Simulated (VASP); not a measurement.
Write the native input for VASP 6.6.1 that does the following.

| Item | Value |
| --- | --- |
| Task | single point |
| Functional | PBE |
| Potentials or basis | VASP PAW PBE potentials, release 64 (Hg, Te) |
| Cutoff | 520 eV |
| k mesh | 10 × 10 × 10 |
| Occupations | fermi-dirac, width 0.08 eV |
| Spin | no spin polarisation |
| Dipole correction | no |
| Further INCAR settings | ALGO = Normal; EDIFF = 1e-07; NBANDS = 16 |

The structure of HgTe lies in POSCAR:

```
HgTe
1.0
    0.0000000000      3.0091450000      2.9215000000
    3.0091450000      0.0000000000      2.9215000000
    3.0091450000      3.0091450000      0.0000000000
Hg Te
1 1
Direct
    0.0000000000      0.0000000000      0.0000000000
    0.5000000000      0.5000000000      0.5000000000
```

This cell differs from its parent crystal: equal xx and yy strain of +3 %.

One way to write it, as run:

INCAR

```
ALGO = Normal
EDIFF = 1E-7
ENCUT = 520
GGA = PE
ISIF = 2
ISMEAR = -1
LASPH = True
LCHARG = False
LREAL = False
LWAVE = False
NBANDS = 16
NELM = 100
PREC = Accurate
SIGMA = 0.08
```

KPOINTS

```
k-points
0
Gamma
  10 10 10
```

Potentials or basis: VASP PAW PBE potentials, release 64 (Hg, Te).

Command:

```bash
$ cat potpaw_PBE.64/Hg/POTCAR potpaw_PBE.64/Te/POTCAR > POTCAR
$ mpirun -np 1 vasp_std > vasp.out
```

Results of the run:

```json
{
  "Pressure": "5.6 GPa",
  "Band gap on the k mesh": "zero (bands 9 and 10 overlap by 3.07 eV)"
}
```

Caveat: the cell differs from its parent crystal (equal xx and yy strain of +3 %); the cell stands under pressure; spin-orbit coupling is left out, which moves the levels of the heavy elements.

It took 95 s on 1 thread of Intel Xeon 8259CL, with other jobs on the host, peak memory 0.24 GiB.
